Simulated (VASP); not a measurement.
Cu2O:

```
CELL_PARAMETERS angstrom
4.29862 0.00000 0.00000
0.00000 4.29862 0.00000
0.00000 0.00000 4.29862
ATOMIC_POSITIONS crystal
Cu 0.25000 0.25000 0.25000
Cu 0.25000 0.75000 0.75000
Cu 0.75000 0.75000 0.25000
Cu 0.75000 0.25000 0.75000
O 0.00000 0.00000 0.00000
O 0.50000 0.50000 0.50000
```

Base run:

* Program: VASP 6.6.1
* Functional: PBE
* Potentials or basis: VASP PAW PBE potentials, release 64 (Cu, O)
* Cutoff: 600 eV
* k mesh: 8 × 8 × 8
* Occupations: gaussian, width 0.05 eV
* Spin: non-collinear spin, zero start, spin-orbit coupling
* Starting moments: [[0.0, 0.0, 0.0], [0.0, 0.0, 0.0], [0.0, 0.0, 0.0], [0.0, 0.0, 0.0], [0.0, 0.0, 0.0], [0.0, 0.0, 0.0]] μB

Its results: pressure 0.8 GPa; net moment 0.00 μB per cell.

The run is repeated on the same cell with these changes: hubbard terms from none to Cu d U = 6.0 eV. What comes out?

Pressure -1.0 GPa; net moment 0.00 μB per cell.
